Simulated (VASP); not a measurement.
## Mg3Sb2: relaxation of cell and atoms with r2SCAN

The system is Mg3Sb2.

```
Mg Sb
1.0
     4.59817    0.00000    0.00000
    -2.29909    3.98214    0.00000
     0.00000    0.00000    7.26329
Mg Sb
3 2
Cartesian
  0.0000 2.6548 4.5941
  2.2991 1.3274 2.6692
  0.0000 0.0000 0.0000
  0.0000 2.6548 1.6394
  2.2991 1.3274 5.6239
```

```yaml
Program: VASP 6.6.1
Task: relaxation of cell and atoms
Functional: r2SCAN
Potentials_or_basis: VASP PAW PBE potentials, release 64 (Mg, Sb)
Cutoff: 660 eV
k_mesh: 6 × 6 × 4
Occupations: fermi-dirac, width 0.02 eV
Spin: no spin polarisation
Dipole_correction: no
Further_INCAR_settings: ALGO = Normal; EDIFF = 1e-07; IBRION = 2; EDIFFG = -0.005; NSW = 80; ISIF = 3
```

```json
{
  "Relaxed volume": "26.17 Å³/atom",
  "Relaxed cell": "a = 4.568 Å, b = 4.568 Å, c = 7.241 Å, α = 90.00°, β = 90.00°, γ = 120.00°",
  "Space group after relaxing (to 0.1 Å)": "P-3m1 (No. 164)",
  "Energy gained by relaxing": "1.9 meV/atom",
  "Ionic steps": "10",
  "Pressure after relaxing": "0.0 GPa",
  "Largest force after relaxing": "0.004 eV/Å",
  "Band gap on the k mesh": "0.56 eV (least direct gap 1.74 eV)"
}
```

Forces on the atoms (eV/Å):
```
Mg   0.000  0.000  0.004
Mg   0.000  0.000 -0.004
Mg   0.000  0.000  0.000
Sb   0.000  0.000 -0.002
Sb   0.000  0.000  0.002
```

The path:
| step | energy change (eV) | largest force (eV/Å) | pressure (GPa) | volume (Å³) |
| --- | --- | --- | --- | --- |
| 1 | 0.0000 | 0.1580 | -0.88 | 132.99 |
| 2 | -0.0084 | 0.0627 | 0.18 | 130.19 |
| 3 | -0.0085 | 0.0704 | 0.08 | 130.45 |
| 4 | -0.0091 | 0.0499 | 0.06 | 130.56 |
| 5 | -0.0095 | 0.0207 | 0.03 | 130.73 |
| 6 | -0.0093 | 0.0360 | -0.03 | 131.06 |
| 7 | -0.0096 | 0.0077 | 0.01 | 130.84 |
| 8 | -0.0096 | 0.0075 | -0.01 | 130.89 |
| 9 | -0.0096 | 0.0074 | -0.02 | 130.91 |
| 10 | -0.0096 | 0.0044 | 0.01 | 130.85 |

Final structure:
```cif
data_structure
_symmetry_space_group_name_H-M 'P 1'
_symmetry_Int_Tables_number 1
_cell_length_a 4.5681
_cell_length_b 4.5681
_cell_length_c 7.2405
_cell_angle_alpha 90.000
_cell_angle_beta 90.000
_cell_angle_gamma 120.000
_cell_volume 130.85
loop_
_atom_site_label
_atom_site_type_symbol
_atom_site_fract_x
_atom_site_fract_y
_atom_site_fract_z
_atom_site_occupancy
Mg1 Mg 0.33333 0.66667 0.63331 1
Mg2 Mg 0.66667 0.33333 0.36669 1
Mg3 Mg 0.00000 0.00000 0.00000 1
Sb1 Sb 0.33333 0.66667 0.22840 1
Sb2 Sb 0.66667 0.33333 0.77160 1
```

Levels at points of the mesh, in eV from the valence-band top:
| k point | band 6 | band 7 | band 8 | band 9 | band 10 | band 11 |
| --- | --- | --- | --- | --- | --- | --- |
| (0.00, 0.00, 0.00) | -0.42 | -0.42 | 0.00 | 1.77 | 1.79 | 3.42 |
| (0.50, 0.00, 0.00) | -2.39 | -2.21 | -0.96 | 0.79 | 2.43 | 2.46 |
| (0.00, 0.00, 0.50) | -0.84 | -0.76 | -0.76 | 2.29 | 2.46 | 3.06 |
| (0.50, 0.00, 0.50) | -1.73 | -1.69 | -1.58 | 0.87 | 1.67 | 2.15 |

It took 17 min on 1 thread of AMD EPYC 9R45 96-Core Processor (Zen 5) (shared host), peak memory 0.36 GiB.

Caveat: semilocal functionals underestimate gaps, and a narrow one can read as zero; the PAW data sets were made with another functional, which shifts forces and pressure a little; spin-orbit coupling is left out, which moves the levels of the heavy elements. A k mesh can miss the band edges.
